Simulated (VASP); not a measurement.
A run of VASP 6.6.1 is set up as follows.

INCAR

```
  ALGO = Normal
  EDIFF = 1E-6
  ENCUT = 520
  GGA = PE
  ISIF = 2
  ISMEAR = 0
  IVDW = 12
  LASPH = True
  LCHARG = True
  LELF = True
  LREAL = False
  LVHAR = True
  LWAVE = False
  NBANDS = 35
  NELM = 100
  PREC = Accurate
  SIGMA = 0.02
```

Contents of KPOINTS:

```
k-points
0
Gamma
  12 12 2
```

Contents of POSCAR:

```
WSe2
1.0
    3.1806693618      0.0000000000      0.0000000000
   -1.5903346809      2.7545404684      0.0000000000
    0.0000000000      0.0000000000     12.4090386395
W Se
2 4
Direct
    0.6666666667      0.3333333333      0.2500000000
    0.3333333333      0.6666666667      0.7500000000
    0.3333333333      0.6666666667      0.3878905955
    0.6666666667      0.3333333333      0.8878905955
    0.3333333333      0.6666666667      0.1121094045
    0.6666666667      0.3333333333      0.6121094045
```

Potentials or basis: VASP PAW PBE potentials, release 64 (W_sv, Se).

Run with:

```console
$ cat potpaw_PBE.64/W_sv/POTCAR potpaw_PBE.64/Se/POTCAR > POTCAR
$ mpirun -np 1 vasp_std > vasp.out
```

(1) What does it give for the band gap on the k mesh?

(2) What does it give for the dispersion energy per atom?

(3) Predict the pressure.

(4) Estimate the largest force.

Results:

(1) 0.70 eV, indirect (least direct gap 1.45 eV).

(2) -0.523 eV.

(3) 8.0 GPa.

(4) 0.055 eV/Å.

Caveat: spin-orbit coupling is left out, which moves the levels of the heavy elements.
